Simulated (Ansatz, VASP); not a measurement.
## One calculation of HgTe, two programs

```xyz
2
Lattice="0.0000 2.9784 2.9784 2.9784 0.0000 2.9784 2.9784 2.9784 0.0000" Properties=species:S:1:pos:R:3 pbc="T T T"
Hg    0.0000    0.0000    0.0000
Te    2.9784    2.9784    2.9784
```

Alike in both runs: task relaxation of cell and atoms; functional LDA; k mesh 12 × 12 × 12; occupations fermi-dirac, width 0.05 eV; no spin polarisation.

|  | VASP | Ansatz |
| --- | --- | --- |
| version | VASP 6.6.1 | Ansatz 0.2.0 |
| potentials or method | VASP PAW LDA potentials, release 64 (Hg, Te) | PAW with Ansatz's default frozen-core files, scalar-relativistic |
| plane-wave cutoff (eV) | 600 | 420 |
| valence electrons in the cell | 18 | 36 |

|  | VASP | Ansatz | Ansatz less VASP |
| --- | --- | --- | --- |
| relaxed volume (Å³/atom) | 26.45 | 26.26 | -0.187 |
| relaxed cell length with the largest relative difference (Å) | 4.214 | 4.204 | -0.0100 |

LDA's correlation is that of Perdew and Zunger in VASP and of Perdew and Wang (1992) in Ansatz. VASP's potentials hold 18 valence electrons a cell and Ansatz's 36, so a difference there can come from the potentials and not from the codes.

Neither program's run includes spin-orbit coupling.
